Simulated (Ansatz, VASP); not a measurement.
# Two plane-wave programs on ZrTa2C2

```
Zr Ta C
1.0
     3.20764    0.00000    0.00000
    -1.60382    2.77790    0.00000
     0.00000    0.00000    7.70046
Zr Ta C
1 2 2
Direct
  0.00000 0.00000 0.00000
  0.33333 0.66667 0.33345
  0.66667 0.33333 0.66655
  0.33333 0.66667 0.81116
  0.66667 0.33333 0.18884
```

Change from the starting cell: species swapped into the Tb2SeO2 type (P-3m1, No. 164).

Alike in both runs: functional PBE; k mesh 12 × 12 × 6; occupations gaussian, width 0.1 eV; no spin polarisation.

Ansatz relaxed the structure, and its values are those at the end. VASP's run is a single point on that final structure, the one shown.

|  | VASP | Ansatz |
| --- | --- | --- |
| version | VASP 6.6.1 | Ansatz 0.2.0 |
| potentials or method | VASP PAW PBE potentials, release 64 (Zr_sv, Ta_pv, C), cutoff 520 eV | scalar-relativistic, plane waves, PAW |
| valence electrons in the cell | 42 | 46 |

```tsv
	VASP	Ansatz	Ansatz less VASP
gap on the k mesh at the Fermi level (eV)	none	none	-
pressure (GPa)	0.3	0.0	-0.32
rms of the force components (eV/Å)	0.012	0.000	-0.0116
```

A gap of «none» marks a metal or a gap that the smearing closes. The functional is the same, so the differences come from potentials, cutoffs and numerics. VASP's potentials hold 42 valence electrons a cell and Ansatz's 46, so a difference there can come from the potentials and not from the codes.

Spin-orbit coupling is off throughout.
